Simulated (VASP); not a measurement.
# ScNb (P-6m2) in VASP: notebook

The runs below take ScNb through single point, with PBE, r2SCAN.

All numbers are computed with VASP 6.6.1; they aren't measurements. Logs are shortened: lines on timing, memory, paths and dates and some standing lists are left out, and cuts for length are marked.

## Step 1: The cell of the first run

Symmetry: P-6m2, No. 187, hexagonal system. Conventional cell: a = 3.066 Å, b = 3.066 Å, c = 5.072 Å, α = 90.00°, β = 90.00°, γ = 120.00°. Sc (site symmetry -6m2) has 6 Sc at 3.07 Å and 6 Nb at 3.09 Å within 4.0 Å. Nb (site symmetry -6m2) has 6 Nb at 3.07 Å and 6 Sc at 3.09 Å within 4.0 Å.

## Step 2: Single point, PBE

Contents of INCAR:

```
SYSTEM = ScNb
PREC     = Accurate       ! precision mode
ENCUT    = 520            ! plane-wave cutoff, eV
EDIFF    = 1E-6           ! SCF threshold, eV
ISMEAR   = 0              ! smearing method
SIGMA    = 0.1            ! smearing width, eV
LREAL    = .FALSE.        ! projectors in reciprocal space
LASPH    = .TRUE.         ! aspherical terms in the spheres
NELM     = 100            ! most SCF steps
ALGO     = Normal         ! electronic algorithm
ISIF     = 2              ! what is computed and relaxed
LWAVE    = .FALSE.        ! write WAVECAR
LCHARG   = .TRUE.         ! write CHGCAR
GGA      = PE             ! functional
LELF     = .TRUE.         ! ELF
LVHAR    = .TRUE.       
NBANDS   = 19             ! bands
NELECT   = 23.9         
ISYM     = 0
```

Contents of KPOINTS:

```
Automatic mesh
0
Gamma
  2 3 2
  0 0 0.5
```

Contents of POSCAR:

```
ScNb
1.0
    3.0656443612      0.0000000000      0.0000000000
   -1.5328221806      2.6549258957      0.0000000000
    0.0000000000      0.0000000000      5.0721940000
Sc Nb
1 1
Direct
    0.0000000000      0.0000000000      0.0000000000
    0.3333333333      0.6666666667      0.5000000000
```

Potentials or basis: VASP PAW PBE potentials, release 64 (Sc_sv, Nb_sv).

Command:

```console
cat potpaw_PBE.64/Sc_sv/POTCAR potpaw_PBE.64/Nb_sv/POTCAR > POTCAR
mpirun -np 1 vasp_std > vasp.out
```

OUTCAR:

```text
SYSTEM = ScNb
   PREC = Accurate
   ENCUT = 520
   EDIFF = 1E-6
   ISMEAR = 0
   LREAL = .FALSE.
   LASPH = .TRUE.
   NELM = 100
   ISIF = 2
   GGA = PE
   NELECT = 23.9
   ISYM = 0

 ion  position               nearest neighbor table
   1  0.000  0.000  0.000-   2 3.09   2 3.09   2 3.09   2 3.09   2 3.09   2 3.09
   2  0.333  0.667  0.500-   1 3.09   1 3.09   1 3.09   1 3.09   1 3.09   1 3.09

IMPORTANT INFORMATION: All symmetrisations will be switched off!
NOSYMM: (Re-)initialisation of all symmetry stuff for point group C_1.

----------------------------------------------------------------------------------------

                                     Primitive cell

  volume of cell :      41.2829

  direct lattice vectors                    reciprocal lattice vectors
     3.065644361  0.000000000  0.000000000     0.326195697  0.188329174  0.000000000
    -1.532822181  2.654925896  0.000000000     0.000000000  0.376658347  0.000000000
     0.000000000  0.000000000  5.072194000     0.000000000  0.000000000  0.197153342

  length of vectors
     3.065644361  3.065644361  5.072194000     0.376658347  0.376658347  0.197153342

  position of ions in fractional coordinates (direct lattice)
     0.000000000  0.000000000  0.000000000
     0.333333333  0.666666667  0.500000000

  ion indices of the primitive-cell ions
   primitive index   ion index
                 1           1
                 2           2

----------------------------------------------------------------------------------------

 KPOINTS: Automatic mesh

Automatic generation of k-mesh.
 Grid dimensions read from file:
 generate k-points for:    2    3    2

 Generating k-lattice:

  Cartesian coordinates                     Fractional coordinates (reciprocal lattice)
     0.163097849  0.094164587  0.000000000     0.500000000 -0.000000000  0.000000000
     0.000000000  0.125552782  0.000000000     0.000000000  0.333333333  0.000000000
     0.000000000  0.000000000  0.098576671     0.000000000  0.000000000  0.500000000

  Length of vectors
     0.188329174  0.125552782  0.098576671

  Shift w.r.t. Gamma in fractional coordinates (k-lattice)
     0.000000000  0.000000000  0.500000000

 -----------------------------------------------------------------------------
|                                                                             |
|           W    W    AA    RRRRR   N    N  II  N    N   GGGG   !!!           |
|           W    W   A  A   R    R  NN   N  II  NN   N  G    G  !!!           |
|           W    W  A    A  R    R  N N  N  II  N N  N  G       !!!           |
|           W WW W  AAAAAA  RRRRR   N  N N  II  N  N N  G  GGG   !            |
|           WW  WW  A    A  R   R   N   NN  II  N   NN  G    G                |
[... 49 lines left out ...]
   NSW    =      0    number of steps for IOM
   IBRION =     -1    ionic relax: 0-MD 1-quasi-New 2-CG
   NFREE  =      0    steps in history (QN), initial steepest desc. (CG)
   ISIF   =      2    stress and relaxation
   ISYM   =      0    0-nonsym 1-usesym 2-fastsym
   POTIM  = 0.5000    time-step for ionic-motion
   TEBEG  =    0.0;   TEEND  =   0.0 temperature during run
   PSTRESS=    0.0 pullay stress
   NELECT =      23.9000    total number of electrons
   NUPDOWN=      -1.0000    fix difference up-down
   EMIN   =  10.00;   EMAX   =-10.00  energy-range for DOS
   EFERMI =   0.00;   METHOD = LEGACY
   ISMEAR =     0;   SIGMA  =   0.10  broadening in eV -4-tet -1-fermi 0-gaus
   EFERMI_NEDOS =   21; number of points for ismear=-14 and -15
   IALGO  =     38    algorithm
   IMIX   =      4    mixing-type and parameters
     AMIX     =   0.40;   BMIX     =  1.00
     AMIX_MAG =   1.60;   BMIX_MAG =  1.00
  volume/ion in A,a.u.               =      20.64       139.30
  Fermi-wavevector in a.u.,A,eV,Ry     =   1.364429  2.578396 25.329492  1.861665
  Thomas-Fermi vector in A             =   2.490745
   LORBIT       =      0    0 simple, 1 ext, 2 COOP (PROOUT), +10 PAW based schemes
   GGA     = PE    functional components
   LHFCALC =     F    Hartree Fock is set to
   AEXX    =    0.0000 exact exchange contribution
   IVDW    =     0    specifies the selected vdW correction
   LEPSILON=     F    determine dielectric tensor
   LRPA    =     F    only Hartree local field effects (RPA)
 non-spin polarized calculation
 Gauss-broadening in eV      SIGMA  =   0.10
  energy-cutoff  :      520.00
  volume of cell :       41.28
 maximum number of plane-waves:      1120
 NGX is ok and might be reduce to    24
   NGX = 11   NGY = 11   NGZ = 19

 number of electron      23.9000000 magnetization

 Free energy of the ion-electron system (eV)
  ---------------------------------------------------
  ext. energy  EPLUGINS =         0.00000000
  ---------------------------------------------------
  free energy    TOTEN  =       -17.03302697 eV

  energy without entropy =      -17.00952933  energy(sigma->0) =      -17.02127815

 E-fermi :   7.4054     XC(G=0): -11.1828

 val. band max:        7.1604093093   @ k =   0.0000   0.0000   0.2500
 cond. band min:       7.4552574106   @ k =   0.5000  -0.3333   0.2500
 fundamental gap:      0.2948481013
 Fermi energy:         7.4053660895

 k-point     1 :       0.0000    0.0000    0.2500
  band No.  band energies     occupation
      1     -47.7298      2.00000
      2     -41.6942      2.00000
      3     -23.7226      2.00000
      4     -23.4429      2.00000
      5     -23.3817      2.00000
      6     -20.3513      2.00000
[... 109 lines left out ...]
      6     -20.5130      2.00000
[... 11 lines left out ...]
     18      11.7816      0.00000
     19      12.6811      0.00000

------------------------ aborting loop because EDIFF is reached ----------------------------------------

  FORCE on cell =-STRESS in cart. coord.  units (eV):
  Direction    XX          YY          ZZ          XY          YZ          ZX
  --------------------------------------------------------------------------------------
  -------------------------------------------------------------------------------------
  Total       -5.4728676      0.6224421      0.3234159     -0.2036047      0.0000122     -0.0000287
  in kB     -212.4004805     24.1568062     12.5516815     -7.9018409      0.0004717     -0.0011142
  external PRESSURE =     -58.5639976 kB  Pullay stress =       0.0000000 kB

 VOLUME and BASIS-vectors are now :
 -----------------------------------------------------------------------------
  energy-cutoff  :      520.00
  volume of cell :       41.28
      direct lattice vectors                 reciprocal lattice vectors
     3.065644361  0.000000000  0.000000000     0.326195697  0.188329174  0.000000000
    -1.532822181  2.654925896  0.000000000     0.000000000  0.376658347  0.000000000
     0.000000000  0.000000000  5.072194000     0.000000000  0.000000000  0.197153342

 POSITION                                       TOTAL-FORCE (eV/Angst)
 -----------------------------------------------------------------------------------
      0.00000      0.00000      0.00000        -0.201438     -0.219574     -0.000084
     -0.00000      1.76995      2.53610         0.201438      0.219574      0.000084
 -----------------------------------------------------------------------------------
    total drift:                                0.000085      0.000175      0.000010

  FREE ENERGIE OF THE ION-ELECTRON SYSTEM (eV)
  ---------------------------------------------------
  free  energy   TOTEN  =       -17.0330269717 eV

  energy  without entropy=      -17.0095293305  energy(sigma->0) =      -17.02127815
```

OSZICAR:

```text
N       E                     dE             d eps       ncg     rms          rms(c)
DAV:   1     0.256686348963E+03    0.25669E+03   -0.11553E+04   236   0.128E+03
DAV:   2     0.261726256974E+01   -0.25407E+03   -0.24913E+03   236   0.470E+02
DAV:   3    -0.167812839353E+02   -0.19399E+02   -0.18901E+02   410   0.116E+02
DAV:   4    -0.181867783417E+02   -0.14055E+01   -0.13870E+01   344   0.230E+01
DAV:   5    -0.182732565916E+02   -0.86478E-01   -0.86377E-01   424   0.499E+00    0.918E+00
DAV:   6    -0.171718226773E+02    0.11014E+01   -0.23549E+00   306   0.161E+01    0.311E+00
DAV:   7    -0.170489589794E+02    0.12286E+00   -0.85730E-01   408   0.766E+00    0.155E+00
DAV:   8    -0.170351427323E+02    0.13816E-01   -0.16078E-01   352   0.201E+00    0.110E+00
DAV:   9    -0.170343724388E+02    0.77029E-03   -0.46383E-02   357   0.211E+00    0.254E-01
DAV:  10    -0.170330408778E+02    0.13316E-02   -0.80655E-03   309   0.794E-01    0.418E-02
DAV:  11    -0.170330260274E+02    0.14850E-04   -0.11797E-04   392   0.102E-01    0.245E-02
DAV:  12    -0.170330270815E+02   -0.10541E-05   -0.23770E-05   381   0.492E-02    0.762E-03
DAV:  13    -0.170330269717E+02    0.10973E-06   -0.18621E-06   208   0.110E-02
   1 F= -.17033027E+02 E0= -.17021278E+02  d E =-.234976E-01
```

stdout:

```text
POSCAR found type information on POSCAR ScNb
 POSCAR found :  2 types and       2 ions
 scaLAPACK will be used
 LDA part: xc-table for (Slater+PW92), standard interpolation
 -----------------------------------------------------------------------------
|                                                                             |
|           W    W    AA    RRRRR   N    N  II  N    N   GGGG   !!!           |
|           W    W   A  A   R    R  NN   N  II  NN   N  G    G  !!!           |
[... 14 lines left out ...]

 POSCAR, INCAR and KPOINTS ok, starting setup
 FFT: planning ... GRIDC
 FFT: planning ... GRID_SOFT
 FFT: planning ... GRID
 WAVECAR not read
 entering main loop
 the old and the new charge density differ
 old charge density:    24.00000 new   23.90000
    0.918E+00
```

It took 12 s on 1 thread of AMD EPYC 7R43 (Zen 3), shared host; peak memory 0.12 GiB.

Results:

* Free energy: -17.0330 eV
* Largest force: 0.298 eV/Å

Forces on the atoms (eV/Å):
```
Sc  -0.201 -0.220  0.000
Nb   0.201  0.220  0.000
```

Caveat: the k points lie up to 1.18 Å⁻¹ apart; the cell carries a net charge on a neutralising background, which shifts energy and pressure; the cell is charged against a uniform background, so pressure and absolute levels hang on convention.

## Step 3: Single point, PBE

Contents of INCAR:

```
SYSTEM = ScNb
ALGO     = Fast           ! electronic algorithm
EDIFF    = 1E-7           ! SCF threshold, eV
ENCUT    = 520            ! plane-wave cutoff, eV
GGA      = PE             ! functional
ISIF     = 2              ! what is computed and relaxed
ISMEAR   = 1              ! smearing method
LASPH    = .TRUE.         ! aspherical terms in the spheres
LCHARG   = .FALSE.        ! write CHGCAR
LREAL    = .FALSE.        ! projectors in reciprocal space
LWAVE    = .FALSE.        ! write WAVECAR
NBANDS   = 19             ! bands
NELM     = 60             ! most SCF steps
PREC     = Accurate       ! precision mode
SIGMA    = 0.13           ! smearing width, eV
```

Contents of KPOINTS:

```
k-points
0
G
  4 4 2
  0 0 0
```

POSCAR is that of step 2.

Potentials or basis: VASP PAW PBE potentials, release 64 (Sc_sv, Nb_sv).

Command:

```console
cat potpaw_PBE.64/Sc_sv/POTCAR potpaw_PBE.64/Nb_sv/POTCAR > POTCAR
mpirun -np 1 vasp_std > vasp.out
```

It took 46 s on 1 thread of AMD EPYC 7R43 (Zen 3), shared host; peak memory 0.11 GiB.

The run converged. Its results:

* Free energy: -15.9468 eV
* Pressure: -0.2 GPa
* Band gap on the k mesh: zero (band 12 reaches 7.78 eV, above the bottom of band 13 at 7.09 eV)

Stress tensor (GPa, compression positive):
```
 0.67  0.00  0.00
 0.00  0.67  0.00
 0.00  0.00 -1.79
```

Levels at points of the mesh, in eV from the Fermi level:
```csv
k point,band 10,band 11,band 12,band 13,band 14,band 15
"(0.00, 0.00, 0.00)",-2.76,0.66,0.66,0.90,1.13,2.17
"(0.50, 0.00, 0.00)",-1.95,-1.69,-0.07,0.95,1.02,1.66
"(0.00, 0.00, 0.50)",-3.62,-0.57,0.54,0.54,0.96,1.56
"(0.50, 0.00, 0.50)",-2.58,-0.98,-0.24,1.75,1.83,1.83
```

Caveat: the k points lie up to 0.62 Å⁻¹ apart.

## Step 4: Single point, r2SCAN

This run uses another cell than the first one, of 26.21 Å³/atom, 1.270 times its volume.

Contents of POSCAR:

```
ScNb
1.0
    3.3198847865      0.0000000000      0.0000000000
   -1.6599423933      2.8751045628      0.0000000000
    0.0000000000      0.0000000000      5.4928418666
Sc Nb
1 1
Direct
    0.0000000000      0.0000000000      0.0000000000
    0.3333333333      0.6666666667      0.5000000000
```

Contents of INCAR.step1:

```
SYSTEM = ScNb
ALGO = Normal
EDIFF = 1E-4
ENCUT = 520
GGA = PE
ISMEAR = 1
LASPH = .True.
LCHARG = .False.
LREAL = .False.
LWAVE = .True.
NBANDS = 19
NELECT = 23.5
NELM = 80
PREC = Accurate
SIGMA = 0.62
```

Contents of INCAR.step2:

```
SYSTEM = ScNb
ALGO = Normal
EDIFF = 1E-6
ENCUT = 520
ISIF = 2
ISMEAR = 1
ISTART = 1
LASPH = .True.
LCHARG = .False.
LMIXTAU = .True.
LREAL = .False.
LWAVE = .False.
METAGGA = R2SCAN
NBANDS = 19
NELECT = 23.5
NELM = 80
PREC = Accurate
SIGMA = 0.62
```

Contents of KPOINTS:

```
k-points
0
Gamma
  3 3 1
  0 0 0
```

Command:

```console
cat potpaw_PBE.64/Sc_sv/POTCAR potpaw_PBE.64/Nb_sv/POTCAR > POTCAR
cp INCAR.step1 INCAR
mpirun -np 1 vasp_std > vasp.out
cp INCAR.step2 INCAR
mpirun -np 1 vasp_std > vasp.out
```

It took 35 s on 1 thread of AMD EPYC 7R43 (Zen 3), shared host; peak memory 0.15 GiB.

Results (log left out):

- Free energy: -38.0113 eV

Levels at points of the mesh, in eV from the Fermi level:
```
           k point  band 10  band 11  band 12  band 13  band 14  band 15
(0.00, 0.00, 0.00)    -2.31     0.41     0.65     0.65     0.99     1.84
```

Caveat: the k points lie up to 1.14 Å⁻¹ apart; the cell carries a net charge on a neutralising background, which shifts energy and pressure; the cell is charged against a uniform background, so pressure and absolute levels hang on convention; the PAW data sets were made with another functional, which shifts forces and pressure a little.
